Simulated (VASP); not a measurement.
# CsH (P4mm) in VASP: a series of runs

Runs on CsH. Level: LDA. Tasks: single point.

All numbers are computed with VASP 6.6.1; they aren't measurements. Logs are shortened: lines on timing, memory, paths and dates and some standing lists are left out, and cuts for length are marked.

## Step 1: The cell of the first run

The structure is tetragonal, space group P4mm (No. 99). Conventional cell: a = 3.818 Å, b = 3.818 Å, c = 3.818 Å, α = 90.00°, β = 90.00°, γ = 90.00°. Cs (site symmetry 4mm) has 8 H at 3.14 to 3.50 Å and 6 Cs at 3.82 Å within 4.1 Å. Within 4.1 Å of H (site symmetry 4mm) lie 8 Cs at 3.14 to 3.50 Å and 6 H at 3.82 Å.

## Step 2: Single point, LDA (all H atoms moved +0.312 Å, as atom 2 along Cartesian [0 0 1])

INCAR

```
PREC = Accurate ; ENCUT = 520
EDIFF = 1E-6 ; ISMEAR = 0
SIGMA = 0.05 ; LREAL = False
LASPH = True ; NELM = 60
ALGO = Normal ; ISIF = 2
LWAVE = False ; LCHARG = False
GGA = CA ; NBANDS = 12
```

KPOINTS

```
Automatic mesh
0
Gamma
  8 8 8
```

POSCAR

```
CsH
1.0
    3.8184085400      0.0000000000      0.0000000000
    0.0000000000      3.8184085400      0.0000000000
    0.0000000000      0.0000000000      3.8184085400
Cs H
1 1
Direct
    0.0000000000      0.0000000000      0.0000000000
    0.5000000000      0.5000000000      0.5818403785
```

Potentials or basis: VASP PAW LDA potentials, release 64 (Cs_sv, H).

On the command line:

```console
cat potpaw_LDA.64/Cs_sv/POTCAR potpaw_LDA.64/H/POTCAR > POTCAR
mpirun -np 1 vasp_std > vasp.out
```

OUTCAR:

```text
PREC = Accurate
   ENCUT = 520
   EDIFF = 1E-6
   ISMEAR = 0
   LREAL = False
   LASPH = True
   NELM = 60
   ISIF = 2
   GGA = CA

 ion  position               nearest neighbor table
   1  0.000  0.000  0.000-
   2  0.500  0.500  0.582-

  LATTYP: Found a simple cubic cell.
 ALAT       =     3.8184085400

  Lattice vectors:

 A1 = (   3.8184085400,   0.0000000000,   0.0000000000)
 A2 = (   0.0000000000,   3.8184085400,   0.0000000000)
 A3 = (   0.0000000000,   0.0000000000,   3.8184085400)

Analysis of symmetry for initial positions (statically):
=====================================================================
 Subroutine PRICEL returns:
 Original cell was already a primitive cell.

 Routine SETGRP: Setting up the symmetry group for a
 simple cubic supercell.

 Subroutine GETGRP returns: Found  8 space group operations
 (whereof  8 operations were pure point group operations)
 out of a pool of 48 trial point group operations.

The static configuration has the point symmetry C_4v.

Analysis of symmetry for dynamics (positions and initial velocities):
=====================================================================
 Subroutine PRICEL returns:
 Original cell was already a primitive cell.

 Routine SETGRP: Setting up the symmetry group for a
 simple cubic supercell.

 Subroutine GETGRP returns: Found  8 space group operations
 (whereof  8 operations were pure point group operations)
 out of a pool of 48 trial point group operations.

The dynamic configuration has the point symmetry C_4v.

 Subroutine INISYM returns: Found  8 space group operations
 (whereof  8 operations are pure point group operations),
 and found     1 'primitive' translations

----------------------------------------------------------------------------------------

                                     Primitive cell

  volume of cell :      55.6733

  direct lattice vectors                    reciprocal lattice vectors
     3.818408540  0.000000000  0.000000000     0.261889211  0.000000000  0.000000000
     0.000000000  3.818408540  0.000000000     0.000000000  0.261889211  0.000000000
     0.000000000  0.000000000  3.818408540     0.000000000  0.000000000  0.261889211

  length of vectors
     3.818408540  3.818408540  3.818408540     0.261889211  0.261889211  0.261889211

  position of ions in fractional coordinates (direct lattice)
     0.000000000  0.000000000  0.000000000
     0.500000000  0.500000000  0.581840378

  ion indices of the primitive-cell ions
   primitive index   ion index
                 1           1
                 2           2

----------------------------------------------------------------------------------------

 KPOINTS: Automatic mesh

Automatic generation of k-mesh.
 Grid dimensions read from file:
 generate k-points for:    8    8    8

 Generating k-lattice:

  Cartesian coordinates                     Fractional coordinates (reciprocal lattice)
     0.032736151  0.000000000  0.000000000     0.125000000  0.000000000  0.000000000
     0.000000000  0.032736151  0.000000000     0.000000000  0.125000000  0.000000000
     0.000000000  0.000000000  0.032736151     0.000000000  0.000000000  0.125000000

  Length of vectors
     0.032736151  0.032736151  0.032736151

  Shift w.r.t. Gamma in fractional coordinates (k-lattice)
     0.000000000  0.000000000  0.000000000

 Subroutine IBZKPT returns following result:
 ===========================================

 Found     75 irreducible k-points:

 Following reciprocal coordinates:
            Coordinates               Weight
  0.000000  0.000000  0.000000      1.000000
  0.125000  0.000000  0.000000      4.000000
  0.000000  0.000000  0.125000      2.000000
  0.250000  0.000000  0.000000      4.000000
  0.000000  0.000000  0.250000      2.000000
  0.375000  0.000000  0.000000      4.000000
[... 16 lines left out ...]
  0.375000  0.250000  0.000000      8.000000
  0.000000  0.375000  0.250000      8.000000
 [... further k-points ...]
   k-points           NKPTS =     75   k-points in BZ     NKDIM =     75   number of bands    NBANDS=     12
   number of dos      NEDOS =    301   number of ions     NIONS =      2
   total plane-waves  NPLWV =  21952
   dimension x,y,z NGX =    28 NGY =   28 NGZ =   28
   dimension x,y,z NGXF=    56 NGYF=   56 NGZF=   56
   ions per type =               1   1
   NGX,Y,Z   is equivalent  to a cutoff of  12.19, 12.19, 12.19 a.u.
   NGXF,Y,Z  is equivalent  to a cutoff of  24.38, 24.38, 24.38 a.u.
 SYSTEM =  unknown system
   PREC   = accura    normal or accurate (medium, high low for compatibility)
   ISTART =      0    job   : 0-new  1-cont  2-samecut
   ICHARG =      2    charge: 1-file 2-atom 10-const
   ISPIN  =      1    spin polarized calculation?
   LNONCOLLINEAR =      F non collinear calculations
   LSORBIT =      F    spin-orbit coupling
   LASPH  =      T    aspherical Exc in radial PAW
   ENCUT  =  520.0 eV  38.22 Ry    6.18 a.u.   7.10  7.10  7.10*2*pi/ulx,y,z
   NELM   =     60;   NELMIN=  2; NELMDL= -5     # of ELM steps
   EDIFF  = 0.1E-05   stopping-criterion for ELM
   LREAL  =      F    real-space projection
   EDIFFG = 0.1E-04   stopping-criterion for IOM
   NSW    =      0    number of steps for IOM
   IBRION =     -1    ionic relax: 0-MD 1-quasi-New 2-CG
   NFREE  =      0    steps in history (QN), initial steepest desc. (CG)
   ISIF   =      2    stress and relaxation
   ISYM   =      2    0-nonsym 1-usesym 2-fastsym
   POTIM  = 0.5000    time-step for ionic-motion
   TEBEG  =    0.0;   TEEND  =   0.0 temperature during run
   PSTRESS=    0.0 pullay stress
   NELECT =      10.0000    total number of electrons
   NUPDOWN=      -1.0000    fix difference up-down
   EMIN   =  10.00;   EMAX   =-10.00  energy-range for DOS
   EFERMI =   0.00;   METHOD = LEGACY
   ISMEAR =     0;   SIGMA  =   0.05  broadening in eV -4-tet -1-fermi 0-gaus
   EFERMI_NEDOS =   21; number of points for ismear=-14 and -15
   IALGO  =     38    algorithm
   IMIX   =      4    mixing-type and parameters
     AMIX     =   0.40;   BMIX     =  1.00
     AMIX_MAG =   1.60;   BMIX_MAG =  1.00
  volume/ion in A,a.u.               =      27.84       187.85
  Fermi-wavevector in a.u.,A,eV,Ry     =   0.923689  1.745519 11.608509  0.853201
  Thomas-Fermi vector in A             =   2.049353
   LORBIT       =      0    0 simple, 1 ext, 2 COOP (PROOUT), +10 PAW based schemes
   GGA     = CA    functional components
   LHFCALC =     F    Hartree Fock is set to
   AEXX    =    0.0000 exact exchange contribution
   IVDW    =     0    specifies the selected vdW correction
   LEPSILON=     F    determine dielectric tensor
   LRPA    =     F    only Hartree local field effects (RPA)
 non-spin polarized calculation
 Gauss-broadening in eV      SIGMA  =   0.05
  energy-cutoff  :      520.00
  volume of cell :       55.67
 maximum number of plane-waves:      1516
   NGX = 15   NGY = 15   NGZ = 15

 number of electron      10.0000001 magnetization

 Free energy of the ion-electron system (eV)
  ---------------------------------------------------
  ext. energy  EPLUGINS =         0.00000000
  ---------------------------------------------------
  free energy    TOTEN  =        -4.89031056 eV

  energy without entropy =       -4.89031056  energy(sigma->0) =       -4.89031056

 E-fermi :   0.7903     XC(G=0):  -8.1786

 val. band max:        0.5156716077   @ k =   0.5000   0.5000   0.5000
 cond. band min:       2.9500430122   @ k =   0.5000   0.0000   0.0000
 fundamental gap:      2.4343714045
 Fermi energy:         0.7902843117

 k-point     1 :       0.0000    0.0000    0.0000
  band No.  band energies     occupation
      1     -21.1871      2.00000
      2      -7.2647      2.00000
      3      -7.2435      2.00000
      4      -7.2435      2.00000
      5      -1.4483      2.00000
      6       3.6981      0.00000
      7       3.7388      0.00000
      8       7.4545      0.00000
      9       9.9291      0.00000
     10       9.9291      0.00000
     11       9.9635      0.00000
     12      10.8216      0.00000

 k-point     2 :       0.1250    0.0000    0.0000
  band No.  band energies     occupation
      1     -21.1643      2.00000
      2      -7.5261      2.00000
      3      -7.2408      2.00000
      4      -7.2205      2.00000
      5      -1.1930      2.00000
      6       3.8008      0.00000
      7       4.0329      0.00000
      8       7.0572      0.00000
      9       8.8321      0.00000
     10       9.0194      0.00000
     11      10.0009      0.00000
     12      10.9703      0.00000

 k-point     3 :       0.0000    0.0000    0.1250
  band No.  band energies     occupation
      1     -21.1643      2.00000
      2      -7.5438      2.00000
      3      -7.2206      2.00000
      4      -7.2206      2.00000
      5      -1.2061      2.00000
      6       3.8338      0.00000
      7       4.0324      0.00000
      8       7.0812      0.00000
      9       8.8288      0.00000
     10       8.8288      0.00000
     11      10.0229      0.00000
     12      11.4907      0.00000

 k-point     4 :       0.2500    0.0000    0.0000
  band No.  band energies     occupation
      1     -21.1085      2.00000
      2      -8.1183      2.00000
      3      -7.1834      2.00000
      4      -7.1641      2.00000
      5      -0.6052      2.00000
      6       4.0399      0.00000
      7       4.1571      0.00000
      8       7.0579      0.00000
      9       7.6170      0.00000
     10       8.0124      0.00000
     11      10.1551      0.00000
     12      11.4754      0.00000

 k-point     5 :       0.0000    0.0000    0.2500
  band No.  band energies     occupation
      1     -21.1084      2.00000
      2      -8.1314      2.00000
      3      -7.1642      2.00000
      4      -7.1642      2.00000
      5      -0.6462      2.00000
      6       4.0882      0.00000
      7       4.2133      0.00000
      8       7.2607      0.00000
      9       7.6206      0.00000
     10       7.6206      0.00000
     11      10.1748      0.00000
     12      11.6570      0.00000
[... 228 lines left out ...]
      1     -21.0318      2.00000
      2      -8.0461      2.00000
      3      -7.9258      2.00000
      4      -7.1068      2.00000
      5      -0.2661      2.00000
      6       3.9494      0.00000
      7       5.7118      0.00000
      8       6.2566      0.00000
      9       7.3273      0.00000
     10       8.4109      0.00000
     11       8.4912      0.00000
     12      10.2043      0.00000

 k-point    22 :       0.0000    0.2500    0.2500
  band No.  band energies     occupation
      1     -21.0316      2.00000
      2      -8.0540      2.00000
      3      -7.9363      2.00000
      4      -7.0882      2.00000
      5      -0.2598      2.00000
      6       3.9980      0.00000
      7       5.6430      0.00000
      8       6.2054      0.00000
      9       7.6937      0.00000
     10       8.0136      0.00000
     11       8.4236      0.00000
     12      10.2130      0.00000

 k-point    23 :       0.3750    0.2500    0.0000
  band No.  band energies     occupation
      1     -20.9759      2.00000
      2      -8.4767      2.00000
      3      -7.8854      2.00000
      4      -7.0510      2.00000
      5      -0.1582      2.00000
      6       3.9044      0.00000
      7       5.9146      0.00000
      8       6.3098      0.00000
      9       7.1449      0.00000
     10       8.3784      0.00000
     11       8.9030      0.00000
     12      10.5380      0.00000

 k-point    24 :       0.0000    0.3750    0.2500
  band No.  band energies     occupation
      1     -20.9757      2.00000
      2      -8.4805      2.00000
      3      -7.9028      2.00000
      4      -7.0329      2.00000
      5      -0.1144      2.00000
      6       3.9147      0.00000
      7       5.8815      0.00000
      8       6.1417      0.00000
      9       7.1777      0.00000
     10       8.4266      0.00000
     11       8.8885      0.00000
     12      10.5331      0.00000

 [... further k-points ...]

------------------------ aborting loop because EDIFF is reached ----------------------------------------

  FORCE on cell =-STRESS in cart. coord.  units (eV):
  Direction    XX          YY          ZZ          XY          YZ          ZX
  --------------------------------------------------------------------------------------
  -------------------------------------------------------------------------------------
  Total       -0.5794153     -0.5794153     -0.5339656      0.0000000      0.0000000     -0.0000000
  in kB      -16.6745215    -16.6745215    -15.3665599      0.0000000      0.0000000     -0.0000000
  external PRESSURE =     -16.2385343 kB  Pullay stress =       0.0000000 kB

 VOLUME and BASIS-vectors are now :
 -----------------------------------------------------------------------------
  energy-cutoff  :      520.00
  volume of cell :       55.67
      direct lattice vectors                 reciprocal lattice vectors
     3.818408540  0.000000000  0.000000000     0.261889211  0.000000000  0.000000000
     0.000000000  3.818408540  0.000000000     0.000000000  0.261889211  0.000000000
     0.000000000  0.000000000  3.818408540     0.000000000  0.000000000  0.261889211

 POSITION                                       TOTAL-FORCE (eV/Angst)
 -----------------------------------------------------------------------------------
      0.00000      0.00000      0.00000         0.000000     -0.000000      0.101027
      1.90920      1.90920      2.22170        -0.000000      0.000000     -0.101027
 -----------------------------------------------------------------------------------
    total drift:                                0.000000      0.000000     -0.000151

  FREE ENERGIE OF THE ION-ELECTRON SYSTEM (eV)
  ---------------------------------------------------
  free  energy   TOTEN  =        -4.8903105649 eV

  energy  without entropy=       -4.8903105649  energy(sigma->0) =       -4.89031056
```

Run time: 25 s. Hardware: 1 thread of AMD EPYC 9R45 (Zen 5), shared host; peak memory 0.14 GiB.

Results:

* Free energy: -4.8903 eV
* Pressure: -1.6 GPa
* Largest force: 0.101 eV/Å
* Band gap on the k mesh: 2.43 eV, indirect (least direct gap 2.54 eV)

Forces in eV/Å, atoms in the order of the input:
```
Cs   0.000  0.000  0.101
H    0.000  0.000 -0.101
```

Caveat: the cell differs from its parent crystal (all H atoms moved +0.312 Å, as atom 2 along Cartesian [0 0 1]); spin-orbit coupling is left out, which moves the levels of the heavy elements.

## Step 3: Single point, LDA (all H atoms moved +0.188 Å, as atom 2 along Cartesian [0 0 1])

INCAR

```
SYSTEM = CsH
PREC = Accurate
ENCUT = 520
EDIFF = 1E-7
ISMEAR = 0
SIGMA = 0.05
LREAL = .FALSE.
LASPH = .TRUE.
NELM = 100
ALGO = Normal
ISIF = 2
LWAVE = .FALSE.
LCHARG = .FALSE.
GGA = CA
NBANDS = 12
```

KPOINTS

```
regular mesh
0
G
  8 8 8
  0 0 0
```

Changes to POSCAR since step 2:

```diff
@@ -9,2 +9,2 @@
     0.0000000000      0.0000000000      0.0000000000
-    0.5000000000      0.5000000000      0.5818403785
+    0.5000000000      0.5000000000      0.5491042271
```

Potentials or basis: VASP PAW LDA potentials, release 64 (Cs_sv, H).

On the command line:

```console
cat potpaw_LDA.64/Cs_sv/POTCAR potpaw_LDA.64/H/POTCAR > POTCAR
mpirun -np 1 vasp_std > vasp.out
```

Run time: 28 s. Hardware: 1 thread of AMD EPYC 9R45 (Zen 5), shared host; peak memory 0.13 GiB.

The run converged. Its results:

```yaml
Free_energy: -4.9002 eV
Pressure: -1.8 GPa
Largest_force: 0.058 eV/Å
Band_gap_on_the_k_mesh: 2.33 eV, indirect (least direct gap 2.50 eV)
```

Forces on the atoms (eV/Å):
```
Cs   0.000  0.000  0.058
H    0.000  0.000 -0.058
```

Levels at points of the mesh, in eV from the valence-band top:
```csv
k point,band 2,band 3,band 4,band 5,band 6,band 7,band 8,band 9
"(0.00, 0.00, 0.00)",-7.88,-7.87,-7.87,-2.07,3.10,3.12,6.94,9.33
"(0.50, 0.00, 0.00)",-9.44,-7.71,-7.71,-0.21,2.33,3.91,5.91,5.92
"(0.00, 0.00, 0.50)",-9.44,-7.71,-7.71,-0.25,2.37,3.92,5.93,5.93
"(0.50, 0.50, 0.00)",-9.11,-9.11,-7.57,-1.30,4.15,6.31,6.59,6.59
"(0.00, 0.50, 0.50)",-9.12,-9.12,-7.56,-1.27,4.16,5.82,6.60,6.86
"(0.50, 0.50, 0.50)",-8.88,-8.88,-8.88,0.00,2.50,2.50,2.59,11.30
```

Caveat: the cell differs from its parent crystal (all H atoms moved +0.188 Å, as atom 2 along Cartesian [0 0 1]); spin-orbit coupling is left out, which moves the levels of the heavy elements. A k mesh can miss the band edges.
